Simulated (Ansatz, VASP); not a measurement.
## TiB2: VASP beside Ansatz

```
Ti B
1.0
     3.02920    0.00000    0.00000
    -1.51460    2.62336    0.00000
     0.00000    0.00000    3.22840
Ti B
1 2
Direct
  0.00000 0.00000 0.00000
  0.66667 0.33333 0.50000
  0.33333 0.66667 0.50000
```

Alike in both runs: functional LDA; k mesh 10 × 10 × 8; occupations fermi-dirac, width 0.05 eV; no spin polarisation; Hubbard terms Ti d U = 5.0 eV.

|  | VASP | Ansatz |
| --- | --- | --- |
| version | VASP 6.6.1 | Ansatz 0.2.0 |
| potentials or method | VASP PAW LDA potentials, release 64 (Ti_sv, B) | Ansatz PAW |
| plane-wave cutoff (eV) | 520 | 420 |
| valence electrons in the cell | 18 | 18 |
| task | single point | projected density of states |

```tsv
	VASP	Ansatz	Ansatz less VASP
gap on the k mesh at the Fermi level (eV)	none	none	-
pressure (GPa)	-0.7	-6.7	-6.01
traceless stress, the component that is largest in VASP (GPa)	2.63	2.34	-0.282
```

LDA's correlation is that of Perdew and Zunger in VASP and of Perdew and Wang (1992) in Ansatz. The programs project onto different local orbitals, so the same U acts differently, and such runs can settle in different states. A gap of «none» marks a metal or a gap that the smearing closes.
